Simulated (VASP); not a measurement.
# Ge (R-3) in VASP: a series of runs

The runs below take Ge through single point, with LDA.

Program: VASP 6.6.1. These are calculated values, not measurements. Logs are shortened: lines on timing, memory, paths and dates and some standing lists are left out, and cuts for length are marked.

**1. The cell of the first run**

The structure is trigonal, space group R-3 (No. 148). The conventional cell has a = 10.248 Å, b = 10.248 Å, c = 5.460 Å, α = 90.00°, β = 90.00°, γ = 120.00°. Within 3.2 Å of Ge (site symmetry 3) lie 5 Ge at 2.36 to 3.10 Å. Ge (site symmetry 1) has 4 Ge at 2.43 to 2.58 Å within 3.2 Å.

**2. Single point, LDA**

The input, INCAR:

```
SYSTEM = Ge
ALGO = Fast
EDIFF = 1E-6
ENCUT = 520
GGA = CA
ISIF = 2
ISMEAR = 0
LASPH = .True.
LCHARG = .False.
LREAL = .False.
LWAVE = .False.
NBANDS = 66
NELM = 60
PREC = Accurate
SIGMA = 0.15
```

The input, KPOINTS:

```
k-points
0
Gamma
  9 9 9
  0 0 0
```

The input, POSCAR:

```
Ge
1.0
    5.1241000000      2.9584005144      1.8199000000
   -5.1241000000      2.9584005144      1.8199000000
    0.0000000000     -5.9168010287      1.8199000000
Ge
8
Direct
    0.7160372200      0.7160372200      0.7160372200
    0.2839627800      0.2839627800      0.2839627800
    0.0289443367      0.7253625347      0.5322921797
    0.5322921797      0.0289443367      0.7253625347
    0.7253625347      0.5322921797      0.0289443367
    0.9710556633      0.2746374653      0.4677078203
    0.4677078203      0.9710556633      0.2746374653
    0.2746374653      0.4677078203      0.9710556633
```

Potentials or basis: VASP PAW LDA potentials, release 64 (Ge_d).

The run is started by

```bash
> cat potpaw_LDA.64/Ge_d/POTCAR > POTCAR
> mpirun -np 1 vasp_std > vasp.out
```

OUTCAR:

```text
SYSTEM = Ge
   EDIFF = 1E-6
   ENCUT = 520
   GGA = CA
   ISIF = 2
   ISMEAR = 0
   LASPH = .True.
   LREAL = .False.
   NELM = 60
   PREC = Accurate

 ion  position               nearest neighbor table
   1  0.716  0.716  0.716-   2 2.36   4 2.58   5 2.58   3 2.58
   2  0.284  0.284  0.284-   1 2.36   7 2.58   8 2.58   6 2.58
   3  0.029  0.725  0.532-   5 2.43   4 2.43   6 2.53   1 2.58
   4  0.532  0.029  0.725-   5 2.43   3 2.43   7 2.53   1 2.58
   5  0.725  0.532  0.029-   3 2.43   4 2.43   8 2.53   1 2.58
   6  0.971  0.275  0.468-   8 2.43   7 2.43   3 2.53   2 2.58
   7  0.468  0.971  0.275-   8 2.43   6 2.43   4 2.53   2 2.58
   8  0.275  0.468  0.971-   6 2.43   7 2.43   5 2.53   2 2.58

  LATTYP: Found a trigonal (rhomboedric) cell.
 ALAT       =     6.1903610899
 COS(alpha) =    -0.3703554263

  Lattice vectors:

 A1 = (   5.1241000000,   2.9584005144,   1.8199000000)
 A2 = (  -5.1241000000,   2.9584005144,   1.8199000000)
 A3 = (   0.0000000000,  -5.9168010287,   1.8199000000)

Analysis of symmetry for initial positions (statically):
=====================================================================
 Subroutine PRICEL returns:
 Original cell was already a primitive cell.

 Routine SETGRP: Setting up the symmetry group for a
 trigonal (rhombohedral) supercell.

 Subroutine GETGRP returns: Found  6 space group operations
 (whereof  6 operations were pure point group operations)
 out of a pool of 12 trial point group operations.

The static configuration has the point symmetry S_6 .

Analysis of symmetry for dynamics (positions and initial velocities):
=====================================================================
 Subroutine PRICEL returns:
 Original cell was already a primitive cell.

 Routine SETGRP: Setting up the symmetry group for a
 trigonal (rhombohedral) supercell.

 Subroutine GETGRP returns: Found  6 space group operations
 (whereof  6 operations were pure point group operations)
 out of a pool of 12 trial point group operations.

The dynamic configuration has the point symmetry S_6 .

 Subroutine INISYM returns: Found  6 space group operations
 (whereof  6 operations are pure point group operations),
 and found     1 'primitive' translations

----------------------------------------------------------------------------------------

                                     Primitive cell

  volume of cell :     165.5287

  direct lattice vectors                    reciprocal lattice vectors
     5.124100000  2.958400514  1.819900000     0.097578111  0.056336749  0.183160247
    -5.124100000  2.958400514  1.819900000    -0.097578111  0.056336749  0.183160247
     0.000000000 -5.916801029  1.819900000     0.000000000 -0.112673498  0.183160247

  length of vectors
     6.190361090  6.190361090  6.190361090     0.215041840  0.215041840  0.215041840

  position of ions in fractional coordinates (direct lattice)
     0.716037220  0.716037220  0.716037220
     0.283962780  0.283962780  0.283962780
     0.028944337  0.725362535  0.532292180
     0.532292180  0.028944337  0.725362535
     0.725362535  0.532292180  0.028944337
     0.971055663  0.274637465  0.467707820
     0.467707820  0.971055663  0.274637465
     0.274637465  0.467707820  0.971055663

  ion indices of the primitive-cell ions
   primitive index   ion index
                 1           1
                 2           2
                 3           3
                 4           4
                 5           5
                 6           6
                 7           7
                 8           8

----------------------------------------------------------------------------------------

 KPOINTS: k-points

Automatic generation of k-mesh.
 Grid dimensions read from file:
 generate k-points for:    9    9    9

 Generating k-lattice:

  Cartesian coordinates                     Fractional coordinates (reciprocal lattice)
     0.010842012  0.006259639  0.020351139     0.111111111  0.000000000  0.000000000
    -0.010842012  0.006259639  0.020351139     0.000000000  0.111111111  0.000000000
     0.000000000 -0.012519278  0.020351139     0.000000000  0.000000000  0.111111111

  Length of vectors
     0.023893538  0.023893538  0.023893538

  Shift w.r.t. Gamma in fractional coordinates (k-lattice)
     0.000000000  0.000000000  0.000000000

 Subroutine IBZKPT returns following result:
 ===========================================

 Found    125 irreducible k-points:

 Following reciprocal coordinates:
            Coordinates               Weight
  0.000000  0.000000  0.000000      1.000000
  0.111111  0.000000 -0.000000      6.000000
  0.222222  0.000000  0.000000      6.000000
  0.333333  0.000000 -0.000000      6.000000
  0.444444  0.000000  0.000000      6.000000
  0.111111  0.111111 -0.000000      6.000000
[... 16 lines left out ...]
  0.444444  0.222222  0.000000      6.000000
 -0.444444  0.000000 -0.222222      6.000000
 [... further k-points ...]
   k-points           NKPTS =    125   k-points in BZ     NKDIM =    125   number of bands    NBANDS=     66
   number of dos      NEDOS =    301   number of ions     NIONS =      8
   total plane-waves  NPLWV = 110592
   dimension x,y,z NGX =    48 NGY =   48 NGZ =   48
   dimension x,y,z NGXF=    96 NGYF=   96 NGZF=   96
   ions per type =               8
   NGX,Y,Z   is equivalent  to a cutoff of  12.89, 12.89, 12.89 a.u.
   NGXF,Y,Z  is equivalent  to a cutoff of  25.78, 25.78, 25.78 a.u.
 SYSTEM =  Ge
   PREC   = accura    normal or accurate (medium, high low for compatibility)
   ISTART =      0    job   : 0-new  1-cont  2-samecut
   ICHARG =      2    charge: 1-file 2-atom 10-const
   ISPIN  =      1    spin polarized calculation?
   LNONCOLLINEAR =      F non collinear calculations
   LSORBIT =      F    spin-orbit coupling
   LASPH  =      T    aspherical Exc in radial PAW
   ENCUT  =  520.0 eV  38.22 Ry    6.18 a.u.  11.51 11.51 11.51*2*pi/ulx,y,z
   NELM   =     60;   NELMIN=  2; NELMDL= -5     # of ELM steps
   EDIFF  = 0.1E-05   stopping-criterion for ELM
   LREAL  =      F    real-space projection
   EDIFFG = 0.1E-04   stopping-criterion for IOM
   NSW    =      0    number of steps for IOM
   IBRION =     -1    ionic relax: 0-MD 1-quasi-New 2-CG
   NFREE  =      0    steps in history (QN), initial steepest desc. (CG)
   ISIF   =      2    stress and relaxation
   ISYM   =      2    0-nonsym 1-usesym 2-fastsym
   POTIM  = 0.5000    time-step for ionic-motion
   TEBEG  =    0.0;   TEEND  =   0.0 temperature during run
   PSTRESS=    0.0 pullay stress
   NELECT =     112.0000    total number of electrons
   NUPDOWN=      -1.0000    fix difference up-down
   EMIN   =  10.00;   EMAX   =-10.00  energy-range for DOS
   EFERMI =   0.00;   METHOD = LEGACY
   ISMEAR =     0;   SIGMA  =   0.15  broadening in eV -4-tet -1-fermi 0-gaus
   EFERMI_NEDOS =   21; number of points for ismear=-14 and -15
   IALGO  =     68    algorithm
   IMIX   =      4    mixing-type and parameters
     AMIX     =   0.40;   BMIX     =  1.00
     AMIX_MAG =   1.60;   BMIX_MAG =  1.00
  volume/ion in A,a.u.               =      20.69       139.63
  Fermi-wavevector in a.u.,A,eV,Ry     =   1.437219  2.715951 28.104187  2.065599
  Thomas-Fermi vector in A             =   2.556321
   LORBIT       =      0    0 simple, 1 ext, 2 COOP (PROOUT), +10 PAW based schemes
   GGA     = CA    functional components
   LHFCALC =     F    Hartree Fock is set to
   AEXX    =    0.0000 exact exchange contribution
   IVDW    =     0    specifies the selected vdW correction
   LEPSILON=     F    determine dielectric tensor
   LRPA    =     F    only Hartree local field effects (RPA)
 non-spin polarized calculation
 RMM-DIIS sequential band-by-band and
 Gauss-broadening in eV      SIGMA  =   0.15
  energy-cutoff  :      520.00
  volume of cell :      165.53
 maximum number of plane-waves:      4484
 NGX is ok and might be reduce to    48
   NGX = 23   NGY = 23   NGZ = 23

 number of electron     112.0000001 magnetization

 Free energy of the ion-electron system (eV)
  ---------------------------------------------------
  ext. energy  EPLUGINS =         0.00000000
  ---------------------------------------------------
  free energy    TOTEN  =       -40.04319913 eV

  energy without entropy =      -40.02320869  energy(sigma->0) =      -40.03320391

 E-fermi :   5.2119     XC(G=0): -10.8924

 val. band max:        5.2061331513   @ k =   0.4444  -0.1111  -0.3333
 cond. band min:       5.2150008795   @ k =  -0.3333   0.4444   0.3333
 fundamental gap:      0.0088677283
 Fermi energy:         5.2119268676

 k-point     1 :       0.0000    0.0000    0.0000
  band No.  band energies     occupation
      1     -19.5372      2.00000
      2     -19.4830      2.00000
      3     -19.4830      2.00000
      4     -19.4619      2.00000
      5     -19.4619      2.00000
      6     -19.4431      2.00000
[... 58 lines left out ...]
     65      10.7047      0.00000
     66      11.6158      0.00000

 k-point     2 :       0.1111    0.0000   -0.0000
  band No.  band energies     occupation
      1     -19.5345      2.00000
      2     -19.4827      2.00000
      3     -19.4818      2.00000
      4     -19.4637      2.00000
      5     -19.4604      2.00000
      6     -19.4440      2.00000
[... 58 lines left out ...]
     65      10.5511      0.00000
     66      11.1861      0.00000

 k-point     3 :       0.2222    0.0000    0.0000
  band No.  band energies     occupation
      1     -19.5272      2.00000
      2     -19.4817      2.00000
      3     -19.4790      2.00000
      4     -19.4671      2.00000
      5     -19.4556      2.00000
      6     -19.4460      2.00000
[... 1438 lines left out ...]
     65       9.9616      0.00000
     66      10.7573      0.00000

 k-point    24 :      -0.4444    0.0000   -0.2222
  band No.  band energies     occupation
      1     -19.5205      2.00000
      2     -19.4815      2.00000
      3     -19.4746      2.00000
      4     -19.4685      2.00000
      5     -19.4488      2.00000
      6     -19.4308      2.00000
[... 58 lines left out ...]
     65       9.9367      0.00000
     66      10.5148      0.00000

 [... further k-points ...]

------------------------ aborting loop because EDIFF is reached ----------------------------------------

  FORCE on cell =-STRESS in cart. coord.  units (eV):
  Direction    XX          YY          ZZ          XY          YZ          ZX
  --------------------------------------------------------------------------------------
  -------------------------------------------------------------------------------------
  Total       -6.1274255     -6.1274255      8.0334757      0.0000000      0.0000000      0.0000000
  in kB      -59.3082734    -59.3082734     77.7572204      0.0000002      0.0000000      0.0000000
  external PRESSURE =     -13.6197755 kB  Pullay stress =       0.0000000 kB

 VOLUME and BASIS-vectors are now :
 -----------------------------------------------------------------------------
  energy-cutoff  :      520.00
  volume of cell :      165.53
      direct lattice vectors                 reciprocal lattice vectors
     5.124100000  2.958400514  1.819900000     0.097578111  0.056336749  0.183160247
    -5.124100000  2.958400514  1.819900000    -0.097578111  0.056336749  0.183160247
     0.000000000 -5.916801029  1.819900000     0.000000000 -0.112673498  0.183160247

 POSITION                                       TOTAL-FORCE (eV/Angst)
 -----------------------------------------------------------------------------------
      0.00000      0.00000      3.90935         0.000000      0.000000      1.256094
      0.00000      0.00000      1.55035         0.000000     -0.000000     -1.256094
     -3.56852     -0.91793      2.34148         0.090180     -0.655160     -0.082155
      2.57920     -2.63146      2.34148         0.522295      0.405678     -0.082155
      0.98931      3.54939      2.34148        -0.612475      0.249482     -0.082155
      3.56852      0.91793      3.11822        -0.090180      0.655160      0.082155
     -2.57920      2.63146      3.11822        -0.522295     -0.405678      0.082155
     -0.98931     -3.54939      3.11822         0.612475     -0.249482      0.082155
 -----------------------------------------------------------------------------------
    total drift:                                0.000000      0.000000     -0.000000

  FREE ENERGIE OF THE ION-ELECTRON SYSTEM (eV)
  ---------------------------------------------------
  free  energy   TOTEN  =       -40.0431991314 eV

  energy  without entropy=      -40.0232086908  energy(sigma->0) =      -40.03320391
```

Wall time 47 min (1 thread of Oxide Virtual Turin-like, shared host); peak memory 0.84 GiB.

What came out:

```
Free energy            : -40.0432 eV
Pressure               : -1.4 GPa
Largest force          : 1.256 eV/Å
Band gap on the k mesh : zero (bands 56 and 57 overlap by 0.49 eV)
```

Forces in eV/Å, atoms in the order of the input:
```
Ge   0.000  0.000  1.256
Ge   0.000  0.000 -1.256
Ge   0.090 -0.655 -0.082
Ge   0.522  0.406 -0.082
Ge  -0.612  0.249 -0.082
Ge  -0.090  0.655  0.082
Ge  -0.522 -0.406  0.082
Ge   0.612 -0.249  0.082
```

Stress tensor (GPa, compression positive):
```
-5.93  0.00  0.00
 0.00 -5.93  0.00
 0.00  0.00  7.78
```

Caveat: semilocal functionals underestimate gaps, so a narrow gap can read as zero; forces of over 1 eV/Å act on the atoms, so gaps and moduli don't describe the material at rest.

(Continued in part 2 of 2.)
